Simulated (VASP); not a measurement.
Wanted: the native input for a VASP 6.6.1 run.

| Quantity | Value |
| --- | --- |
| Task | single point |
| Functional | r2SCAN |
| Potentials or basis | VASP PAW PBE potentials, release 64 (Cd, S) |
| Cutoff | 520 eV |
| k mesh | 6 × 6 × 4 |
| Occupations | fermi-dirac, width 0.1 eV |
| Spin | no spin polarisation |
| Dipole correction | no |
| Further INCAR settings | ALGO = Normal; EDIFF = 1e-06; NBANDS = 16 |

Crystal: CdS.

```
CELL_PARAMETERS angstrom
4.28939 0.00000 0.00000
-2.14469 3.71472 0.00000
0.00000 0.00000 5.84261
ATOMIC_POSITIONS crystal
Cd 0.00000 0.00000 0.44269
S 0.66667 0.33333 0.43431
```

The input as run:

POSCAR

```
CdS
1.0
    4.2893904913      0.0000000000      0.0000000000
   -2.1446902125      3.7147196526      0.0000000000
    0.0000000000      0.0000000000      5.8426093321
Cd S
1 1
Direct
    0.0000000000      0.0000000000      0.4426900000
    0.6666666667      0.3333333333      0.4343100000
```

INCAR.step1

```
  ALGO = Normal
  EDIFF = 1E-4
  ENCUT = 520
  GGA = PE
  ISMEAR = -1
  LASPH = T
  LCHARG = F
  LREAL = F
  LWAVE = T
  NBANDS = 16
  NELM = 60
  PREC = Accurate
  SIGMA = 0.1
```

INCAR.step2

```
  ALGO = Normal
  EDIFF = 1E-6
  ENCUT = 520
  ISIF = 2
  ISMEAR = -1
  ISTART = 1
  LASPH = T
  LCHARG = T
  LELF = T
  LMIXTAU = T
  LREAL = F
  LVHAR = T
  LWAVE = F
  METAGGA = R2SCAN
  NBANDS = 16
  NELM = 60
  PREC = Accurate
  SIGMA = 0.1
```

KPOINTS

```
k-points
0
Gamma
  6 6 4
```

Potentials or basis: VASP PAW PBE potentials, release 64 (Cd, S).

The run is started by

```bash
$ cat potpaw_PBE.64/Cd/POTCAR potpaw_PBE.64/S/POTCAR > POTCAR
$ cp INCAR.step1 INCAR
$ mpirun -np 1 vasp_std > vasp.out
$ cp INCAR.step2 INCAR
$ mpirun -np 1 vasp_std > vasp.out
```

It gave:

```
Pressure               : -1.2 GPa
Largest force          : 0.018 eV/Å
Band gap on the k mesh : 1.87 eV, indirect (the least direct gap lies 4.1 meV higher)
```

Caveat: the PAW data sets were made with another functional, which shifts forces and pressure a little.

Run time: 59 s on 1 thread of Intel(R) Xeon(R) 6975P-C (Granite Rapids), on a shared host, peak memory 0.23 GiB.
